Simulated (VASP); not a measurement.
The system is BN.

```xyz
2
Lattice="0.0000 3.4953 2.1661 1.2516 0.0000 2.1661 1.2516 3.4953 0.0000" Properties=species:S:1:pos:R:3 pbc="T T T"
B     1.2516    3.4953    0.0002
N     1.2516    3.4953    2.8881
```

Base run:

| Property | Result |
| --- | --- |
| Program | VASP 6.6.1 |
| Functional | PBE |
| Potentials or basis | VASP PAW PBE potentials, release 64 (B, N) |
| Cutoff | 520 eV |
| k mesh | 12 × 12 × 12 |
| Occupations | methfessel-paxton, width 0.4 eV |
| Spin | no spin polarisation |

Its results: band gap on the k mesh 3.85 eV, indirect (least direct gap 4.55 eV); pressure 3.3 GPa.

After a change of settings the same cell gave: band gap on the k mesh 3.87 eV, indirect (least direct gap 4.58 eV); pressure 4.0 GPa. Which change was it?
A. occupations from methfessel-paxton, width 0.4 eV to fermi-dirac, width 1.55 eV
B. k mesh from 12 × 12 × 12 to 4 × 4 × 4; occupations from methfessel-paxton, width 0.4 eV to gaussian, width 0.02 eV
C. occupations from methfessel-paxton, width 0.4 eV to fermi-dirac, width 0.78 eV

C.
